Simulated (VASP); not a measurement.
# Bi2Br3 (P-3m1) in VASP: notebook

Bi2Br3 is run at these levels: PBE+D3(BJ); tasks: single point, relaxation of cell and atoms.

Everything below comes from runs of VASP 6.6.1. Logs are shortened: lines on timing, memory, paths and dates and some standing lists are left out, and cuts for length are marked.

## (1) The cell of the first run

The structure is trigonal, space group P-3m1 (No. 164). The conventional cell has a = 4.041 Å, b = 4.041 Å, c = 9.557 Å, α = 90.00°, β = 90.00°, γ = 120.00°. Bi (site symmetry 3m) has 6 Br at 2.87 Å within 3.8 Å. Br (site symmetry -3m) has 6 Bi at 2.87 Å within 3.8 Å. Within 3.8 Å of Br (site symmetry 3m) lie 3 Bi at 2.87 Å and 3 Br at 3.72 Å.

## (2) Single point, PBE+D3(BJ)

Contents of INCAR:

```
PREC = Accurate ; ENCUT = 520
EDIFF = 1E-6 ; ISMEAR = 0
SIGMA = 0.1 ; LREAL = False
LASPH = True ; NELM = 80
ALGO = Normal ; ISIF = 2
LWAVE = False ; LCHARG = True
GGA = PE ; IVDW = 12
LELF = True ; LVHAR = True
NBANDS = 34
```

Contents of KPOINTS:

```
regular mesh
0
Gamma
  6 6 2
```

Contents of POSCAR:

```
Bi2Br3
1.0
    4.0412201900      0.0000000000      0.0000000000
   -2.0206100900      3.4997993400      0.0000000000
    0.0000000000      0.0000000000      9.5566777000
Bi Br
2 3
Direct
    0.6666666700      0.3333333300      0.1741785300
    0.3333333300      0.6666666700      0.8258214700
    0.0000000000      0.0000000000      0.0000000000
    0.3333333300      0.6666666700      0.3483570700
    0.6666666700      0.3333333300      0.6516429300
```

Potentials or basis: VASP PAW PBE potentials, release 64 (Bi_d, Br).

Started as:

```
> cat potpaw_PBE.64/Bi_d/POTCAR potpaw_PBE.64/Br/POTCAR > POTCAR
> mpirun -np 1 vasp_std > vasp.out
```

OUTCAR:

```text
PREC = Accurate
   ENCUT = 520
   EDIFF = 1E-6
   ISMEAR = 0
   LREAL = False
   LASPH = True
   NELM = 80
   ISIF = 2
   GGA = PE
   IVDW = 12
 IVDW          = 12

 ion  position               nearest neighbor table
   1  0.667  0.333  0.174-   3 2.87   3 2.87   3 2.87   4 2.87   4 2.87   4 2.87
   2  0.333  0.667  0.826-   3 2.87   3 2.87   3 2.87   5 2.87   5 2.87   5 2.87
   3  0.000  0.000  0.000-   1 2.87   2 2.87   2 2.87   1 2.87   1 2.87   2 2.87
   4  0.333  0.667  0.348-   1 2.87   1 2.87   1 2.87
   5  0.667  0.333  0.652-   2 2.87   2 2.87   2 2.87

  LATTYP: Found a hexagonal cell.
 ALAT       =     4.0412201900
 C/A-ratio  =     2.3648000482

  Lattice vectors:

 A1 = (   4.0412201900,   0.0000000000,   0.0000000000)
 A2 = (  -2.0206100900,   3.4997993400,   0.0000000000)
 A3 = (   0.0000000000,   0.0000000000,   9.5566777000)

Analysis of symmetry for initial positions (statically):
=====================================================================
 Subroutine PRICEL returns:
 Original cell was already a primitive cell.

 Routine SETGRP: Setting up the symmetry group for a
 hexagonal supercell.

 Subroutine GETGRP returns: Found 12 space group operations
 (whereof 12 operations were pure point group operations)
 out of a pool of 24 trial point group operations.

The static configuration has the point symmetry D_3d.

Analysis of symmetry for dynamics (positions and initial velocities):
=====================================================================
 Subroutine PRICEL returns:
 Original cell was already a primitive cell.

 Routine SETGRP: Setting up the symmetry group for a
 hexagonal supercell.

 Subroutine GETGRP returns: Found 12 space group operations
 (whereof 12 operations were pure point group operations)
 out of a pool of 24 trial point group operations.

The dynamic configuration has the point symmetry D_3d.

 Subroutine INISYM returns: Found 12 space group operations
 (whereof 12 operations are pure point group operations),
 and found     1 'primitive' translations

----------------------------------------------------------------------------------------

                                     Primitive cell

  volume of cell :     135.1645

  direct lattice vectors                    reciprocal lattice vectors
     4.041220190  0.000000000  0.000000000     0.247450016  0.142865333  0.000000000
    -2.020610090  3.499799340  0.000000000     0.000000000  0.285730667  0.000000000
     0.000000000  0.000000000  9.556677700     0.000000000  0.000000000  0.104638875

[... 80 lines left out ...]
   EDIFFG = 0.1E-04   stopping-criterion for IOM
   NSW    =      0    number of steps for IOM
   IBRION =     -1    ionic relax: 0-MD 1-quasi-New 2-CG
   NFREE  =      0    steps in history (QN), initial steepest desc. (CG)
   ISIF   =      2    stress and relaxation
   ISYM   =      2    0-nonsym 1-usesym 2-fastsym
   POTIM  = 0.5000    time-step for ionic-motion
   TEBEG  =    0.0;   TEEND  =   0.0 temperature during run
   PSTRESS=    0.0 pullay stress
   NELECT =      51.0000    total number of electrons
   NUPDOWN=      -1.0000    fix difference up-down
   EMIN   =  10.00;   EMAX   =-10.00  energy-range for DOS
   EFERMI =   0.00;   METHOD = LEGACY
   ISMEAR =     0;   SIGMA  =   0.10  broadening in eV -4-tet -1-fermi 0-gaus
   EFERMI_NEDOS =   21; number of points for ismear=-14 and -15
   IALGO  =     38    algorithm
   IMIX   =      4    mixing-type and parameters
     AMIX     =   0.40;   BMIX     =  1.00
     AMIX_MAG =   1.60;   BMIX_MAG =  1.00
  volume/ion in A,a.u.               =      27.03       182.43
  Fermi-wavevector in a.u.,A,eV,Ry     =   1.182980  2.235508 19.040556  1.399441
  Thomas-Fermi vector in A             =   2.319223
   LORBIT       =      0    0 simple, 1 ext, 2 COOP (PROOUT), +10 PAW based schemes
   GGA     = PE    functional components
   LHFCALC =     F    Hartree Fock is set to
   AEXX    =    0.0000 exact exchange contribution
   IVDW    =    12    specifies the selected vdW correction
   LEPSILON=     F    determine dielectric tensor
   LRPA    =     F    only Hartree local field effects (RPA)
 non-spin polarized calculation
 Gauss-broadening in eV      SIGMA  =   0.10
  energy-cutoff  :      520.00
  volume of cell :      135.16
 maximum number of plane-waves:      3669
   NGX = 15   NGY = 15   NGZ = 35

 number of electron      50.9999987 magnetization

 Free energy of the ion-electron system (eV)
  ---------------------------------------------------
  ext. energy  EPLUGINS =         0.00000000
  ---------------------------------------------------
  free energy    TOTEN  =       -11.08832839 eV

  energy without entropy =      -11.05183610  energy(sigma->0) =      -11.07008224

 E-fermi :   6.9299     XC(G=0):  -9.6580

 val. band max:        6.9138372997   @ k =   0.1667   0.0000   0.5000
 cond. band min:       6.9536648681   @ k =   0.5000   0.0000   0.5000
 fundamental gap:      0.0398275684
 Fermi energy:         6.9299285482

 k-point     1 :       0.0000    0.0000    0.0000
  band No.  band energies     occupation
      1     -17.2265      2.00000
      2     -17.2265      2.00000
      3     -17.2173      2.00000
      4     -17.2173      2.00000
      5     -17.2114      2.00000
      6     -17.2085      2.00000
[... 507 lines left out ...]
     33      12.3694      0.00000
     34      12.4766      0.00000

------------------------ aborting loop because EDIFF is reached ----------------------------------------

 Edisp (eV)   -1.93278

 E8    (eV) :    -0.8630

  FORCE on cell =-STRESS in cart. coord.  units (eV):
  Direction    XX          YY          ZZ          XY          YZ          ZX
  --------------------------------------------------------------------------------------
  -------------------------------------------------------------------------------------
  Total      14.13422    14.13422    10.72590     0.00000     0.00000     0.00000
  in kB     167.54047   167.54047   127.13984     0.00000     0.00000     0.00000
  external pressure =      154.07 kB  Pullay stress =        0.00 kB

 VOLUME and BASIS-vectors are now :
 -----------------------------------------------------------------------------
  energy-cutoff  :      520.00
  volume of cell :      135.16
      direct lattice vectors                 reciprocal lattice vectors
     4.041220190  0.000000000  0.000000000     0.247450016  0.142865333  0.000000000
    -2.020610090  3.499799340  0.000000000     0.000000000  0.285730667  0.000000000
     0.000000000  0.000000000  9.556677700     0.000000000  0.000000000  0.104638875

 POSITION                                       TOTAL-FORCE (eV/Angst)
 -----------------------------------------------------------------------------------
      2.02061      1.16660      1.66457         0.000000      0.000000      0.293536
     -0.00000      2.33320      7.89211        -0.000000      0.000000     -0.293536
      0.00000      0.00000      0.00000        -0.000000      0.000000      0.000000
     -0.00000      2.33320      3.32914        -0.000000      0.000000      1.451557
      2.02061      1.16660      6.22754        -0.000000     -0.000000     -1.451557
 -----------------------------------------------------------------------------------
    total drift:                                0.000000      0.000000      0.000000

  FREE ENERGIE OF THE ION-ELECTRON SYSTEM (eV)
  ---------------------------------------------------
  free  energy   TOTEN  =       -13.0211075500 eV

  energy  without entropy=      -12.9846152601  energy(sigma->0) =      -13.00286141
```

OSZICAR:

```text
N       E                     dE             d eps       ncg     rms          rms(c)
DAV:   1     0.550774910453E+03    0.55077E+03   -0.24353E+04   952   0.159E+03
DAV:   2     0.616528568761E+02   -0.48912E+03   -0.47039E+03   976   0.419E+02
DAV:   3    -0.797293111266E+01   -0.69626E+02   -0.67723E+02  1248   0.164E+02
DAV:   4    -0.112581686096E+02   -0.32852E+01   -0.32631E+01  1056   0.369E+01
DAV:   5    -0.113692539366E+02   -0.11109E+00   -0.11104E+00  1390   0.712E+00    0.255E+01
DAV:   6    -0.110875032043E+02    0.28175E+00   -0.33541E-01  1316   0.402E+00    0.149E+01
DAV:   7    -0.110996643529E+02   -0.12161E-01   -0.31839E-01  1240   0.220E+00    0.161E+00
DAV:   8    -0.110882182377E+02    0.11446E-01   -0.42344E-02  1150   0.137E+00    0.391E-01
DAV:   9    -0.110882430597E+02   -0.24822E-04   -0.91714E-03  1052   0.445E-01    0.622E-02
DAV:  10    -0.110883077539E+02   -0.64694E-04   -0.56821E-04  1136   0.125E-01    0.108E-01
DAV:  11    -0.110883223480E+02   -0.14594E-04   -0.58037E-05  1326   0.351E-02    0.372E-02
DAV:  12    -0.110883282411E+02   -0.58931E-05   -0.15389E-05   944   0.196E-02    0.902E-03
DAV:  13    -0.110883283884E+02   -0.14731E-06   -0.19479E-06   890   0.887E-03
   1 F= -.13021108E+02 E0= -.13002861E+02  d E =-.364923E-01
```

stdout:

```text
POSCAR found type information on POSCAR BiBr
 POSCAR found :  2 types and       5 ions
 scaLAPACK will be used
 LDA part: xc-table for (Slater+PW92), standard interpolation
 POSCAR, INCAR and KPOINTS ok, starting setup
 FFT: planning ... GRIDC
 FFT: planning ... GRID_SOFT
 FFT: planning ... GRID
 WAVECAR not read
 entering main loop
```

Wall time 49 s (1 thread of Intel Xeon Platinum 8559C (Emerald Rapids), shared host); peak memory 0.26 GiB.

Results:

```yaml
Free_energy: -13.0211 eV
Pressure: 15.4 GPa
Largest_force: 1.452 eV/Å
Band_gap_on_the_k_mesh: zero (an odd number of electrons rules out a gap without spin polarisation)
Dispersion_energy_per_atom: -0.387 eV
```

Forces on the atoms (eV/Å):
```
Bi   0.000  0.000  0.294
Bi   0.000  0.000 -0.294
Br   0.000  0.000  0.000
Br   0.000  0.000  1.452
Br   0.000  0.000 -1.452
```

Stress tensor (GPa, compression positive):
```
16.75  0.00  0.00
 0.00 16.75  0.00
 0.00  0.00 12.71
```

Levels at points of the mesh, in eV from the Fermi level:
```
           k point  band 21  band 22  band 23  band 24  band 25  band 26  band 27  band 28  band 29  band 30
(0.00, 0.00, 0.00)    -4.36    -4.10    -4.10    -3.00    -1.91    -0.35    -0.35     0.47     1.30     1.30
(0.50, 0.00, 0.00)    -5.09    -4.87    -4.70    -3.50    -0.93     0.26     0.41     1.05     1.98     2.01
(0.00, 0.00, 0.50)    -4.17    -4.17    -4.03    -3.67    -1.55    -0.36    -0.36     0.37     1.35     1.35
(0.50, 0.00, 0.50)    -4.75    -4.41    -4.39    -4.07    -1.33     0.02     0.52     1.48     2.24     2.27
```

Caveat: the cell stands under pressure; spin-orbit coupling is left out, which moves the levels of the heavy elements; an odd number of electrons without spin polarisation forces a metal; a magnetic or distorted state may lie lower.

## (3) Single point, PBE+D3(BJ)

This run uses another cell than the first one, of 31.97 Å³/atom.

Contents of INCAR:

```
PREC     = Accurate       # precision mode
ENCUT    = 520            # plane-wave cutoff, eV
EDIFF    = 1E-6           # SCF threshold, eV
ISMEAR   = 0              # smearing method
SIGMA    = 0.1            # smearing width, eV
LREAL    = F              # projectors in reciprocal space
LASPH    = T              # aspherical terms in the spheres
NELM     = 80             # most SCF steps
ALGO     = Normal         # electronic algorithm
ISIF     = 2              # what is computed and relaxed
LWAVE    = F              # write WAVECAR
LCHARG   = F              # write CHGCAR
GGA      = PE             # functional
IVDW     = 12             # dispersion correction
NBANDS   = 34             # bands
```

Contents of KPOINTS:

```
Automatic mesh
0
Gamma
  6 6 2
```

Contents of POSCAR:

```
Bi2Br3
1.0
    4.9106149966     -0.0000000035      0.0000000000
   -2.4553074953      4.2527173370      0.0000000000
    0.0000000000      0.0000000000      7.6547385857
Bi Br
2 3
Direct
    0.6666666667      0.3333333333      0.1574415266
    0.3333333333      0.6666666667      0.8425584734
    0.0000000000      0.0000000000      0.0000000000
    0.3333333333      0.6666666667      0.3394216608
    0.6666666667      0.3333333333      0.6605783392
```

Potentials or basis: VASP PAW PBE potentials, release 64 (Bi_d, Br).

Started as:

```
> cat potpaw_PBE.64/Bi_d/POTCAR potpaw_PBE.64/Br/POTCAR > POTCAR
> mpirun -np 1 vasp_std > vasp.out
```

OUTCAR:

```text
PREC = Accurate
   ENCUT = 520
   EDIFF = 1E-6
   ISMEAR = 0
   LREAL = F
   LASPH = T
   NELM = 80
   ISIF = 2
   GGA = PE
   IVDW = 12
 IVDW          = 12

 ion  position               nearest neighbor table
   1  0.667  0.333  0.157-   3 3.08   3 3.08   3 3.08   4 3.16   4 3.16   4 3.16   2 3.72   2 3.72
                             2 3.72
[... 716 lines left out ...]

  FORCE on cell =-STRESS in cart. coord.  units (eV):
  Direction    XX          YY          ZZ          XY          YZ          ZX
  --------------------------------------------------------------------------------------
  -------------------------------------------------------------------------------------
  Total      -0.02418    -0.02418    -0.04429     0.00000    -0.00000     0.00000
  in kB      -0.24239    -0.24239    -0.44391     0.00000    -0.00000     0.00000
  external pressure =       -0.31 kB  Pullay stress =        0.00 kB

 VOLUME and BASIS-vectors are now :
 -----------------------------------------------------------------------------
  energy-cutoff  :      520.00
  volume of cell :      159.86
      direct lattice vectors                 reciprocal lattice vectors
     4.910614997 -0.000000003  0.000000000     0.203640481  0.117571886  0.000000000
    -2.455307495  4.252717337  0.000000000     0.000000000  0.235143773  0.000000000
     0.000000000  0.000000000  7.654738586     0.000000000  0.000000000  0.130638034

 POSITION                                       TOTAL-FORCE (eV/Angst)
 -----------------------------------------------------------------------------------
      2.45531      1.41757      1.20517         0.000000     -0.000000      0.017711
      0.00000      2.83514      6.44956        -0.000000     -0.000000     -0.017711
      0.00000      0.00000      0.00000         0.000000      0.000000     -0.000000
      0.00000      2.83514      2.59818        -0.000000      0.000000     -0.009815
      2.45531      1.41757      5.05655         0.000000      0.000000      0.009815
 -----------------------------------------------------------------------------------
    total drift:                               -0.000000     -0.000000      0.000000

  FREE ENERGIE OF THE ION-ELECTRON SYSTEM (eV)
  ---------------------------------------------------
  free  energy   TOTEN  =       -15.2634157760 eV

  energy  without entropy=      -15.2563661146  energy(sigma->0) =      -15.25989095
```

Run time: 72 s. Hardware: 1 thread of Intel Xeon Platinum 8559C (Emerald Rapids), shared host; peak memory 0.33 GiB.

Results:

```
Free energy                : -15.2634 eV
Pressure                   : 0.0 GPa
Largest force              : 0.018 eV/Å
Band gap on the k mesh     : zero (an odd number of electrons rules out a gap without spin polarisation)
Dispersion energy per atom : -0.322 eV
```

Forces on the atoms (eV/Å):
```
Bi   0.000  0.000  0.018
Bi   0.000  0.000 -0.018
Br   0.000  0.000  0.000
Br   0.000  0.000 -0.010
Br   0.000  0.000  0.010
```

Levels at points of the mesh, in eV from the Fermi level:
```
           k point  band 21  band 22  band 23  band 24  band 25  band 26  band 27  band 28  band 29  band 30
(0.00, 0.00, 0.00)    -3.76    -3.23    -3.23    -2.81    -1.25    -0.94    -0.94     1.12     1.60     1.60
(0.50, 0.00, 0.00)    -3.53    -3.52    -3.13    -2.48    -0.25     0.89     1.06     1.54     1.63     1.90
(0.00, 0.00, 0.50)    -3.53    -3.53    -3.35    -2.38    -1.81    -0.98    -0.98     0.39     1.86     1.86
(0.50, 0.00, 0.50)    -3.45    -3.25    -2.95    -2.56    -1.10     0.45     0.96     1.58     1.67     2.30
```

Caveat: the k points lie up to 0.41 Å⁻¹ apart, too coarse for converged energies and pressures of a metal; spin-orbit coupling is left out, which moves the levels of the heavy elements; an odd number of electrons without spin polarisation forces a metal; a magnetic or distorted state may lie lower.

[end of part 1 of 2]
